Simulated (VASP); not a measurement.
Wanted: the native input for a VASP 6.6.1 run.

| Quantity | Value |
| --- | --- |
| Task | single point |
| Functional | PBE |
| Potentials or basis | VASP PAW PBE potentials, release 64 (Ca_sv, O) |
| Cutoff | 520 eV |
| k mesh | 9 × 9 × 6 |
| Occupations | gaussian, width 0.05 eV |
| Spin | no spin polarisation |
| Dipole correction | no |
| Further INCAR settings | ALGO = Normal; EDIFF = 1e-07; NBANDS = 24 |

The structure of CaO lies in POSCAR:

```
CaO
1.0
    4.3248476934      0.0000000000      0.0000000000
   -2.1624238467      3.2369972645      0.0000000000
    0.0000000000      0.0000000000      4.7438152858
Ca O
2 2
Direct
    0.3333333333      0.6666666667      0.7500000000
    0.6666666667      0.3333333333      0.2500000000
    0.3333333333      0.6666666667      0.2500000000
    0.6666666667      0.3333333333      0.7500000000
```

This cell differs from its parent crystal: strain +e along x and -e along y +0.0733, strain +e along z and -e/2 along x and y -0.0133.

One way to write it, as run:

INCAR

```
SYSTEM = CaO
PREC     = Accurate       ! precision mode
ENCUT    = 520            ! plane-wave cutoff, eV
EDIFF    = 1E-7           ! SCF threshold, eV
ISMEAR   = 0              ! smearing method
SIGMA    = 0.05           ! smearing width, eV
LREAL    = .FALSE.        ! projectors in reciprocal space
LASPH    = .TRUE.         ! aspherical terms in the spheres
NELM     = 100            ! most SCF steps
ALGO     = Normal         ! electronic algorithm
ISIF     = 2              ! what is computed and relaxed
LWAVE    = .FALSE.        ! write WAVECAR
LCHARG   = .FALSE.        ! write CHGCAR
GGA      = PE             ! functional
NBANDS   = 24             ! bands
```

KPOINTS

```
Automatic mesh
0
G
  9 9 6
  0 0 0
```

Potentials or basis: VASP PAW PBE potentials, release 64 (Ca_sv, O).

Launch:

```bash
$ cat potpaw_PBE.64/Ca_sv/POTCAR potpaw_PBE.64/O/POTCAR > POTCAR
$ mpirun -np 1 vasp_std > vasp.out
```

It gave:

The pressure is 2.1 GPa, the largest force is 1.102 eV/Å and the band gap on the k mesh is 3.14 eV, direct.

Caveat: the cell differs from its parent crystal (strain +e along x and -e along y +0.0733, strain +e along z and -e/2 along x and y -0.0133); forces of over 1 eV/Å act on the atoms, so gaps and moduli don't describe the material at rest.

It took 3 min on 1 thread of Oxide Virtual Turin-like Processor, with other jobs on the host, peak memory 0.23 GiB.
